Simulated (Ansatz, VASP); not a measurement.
**HfOs: VASP beside Ansatz**

```xyz
2
Lattice="3.2000 0.0000 0.0000 0.0000 3.2000 0.0000 0.0000 0.0000 3.2000" Properties=species:S:1:pos:R:3 pbc="T T T"
Hf    0.0000    0.0000    0.0000
Os    1.6000    1.6000    1.6000
```

Alike in both runs: functional LDA; k mesh 14 × 14 × 14; occupations fermi-dirac, width 0.08 eV; no spin polarisation.

Ansatz relaxed the structure, and its values are those at the end. VASP's run is a single point on that final structure, the one shown.

|  | VASP | Ansatz |
| --- | --- | --- |
| version | VASP 6.6.1 | Ansatz 0.2.0 |
| potentials or method | VASP PAW LDA potentials, release 64 (Hf_pv, Os) | PAW with Ansatz's default frozen-core files, scalar-relativistic |
| plane-wave cutoff (eV) | 520 | 420 |
| valence electrons in the cell | 18 | 42 |

```tsv
	VASP	Ansatz	Ansatz less VASP
pressure (GPa)	-0.3	0.0	+0.26
```

LDA's correlation is that of Perdew and Zunger in VASP and of Perdew and Wang (1992) in Ansatz. VASP's potentials hold 18 valence electrons a cell and Ansatz's 42, so a difference there can come from the potentials and not from the codes.

Spin-orbit coupling is off throughout.
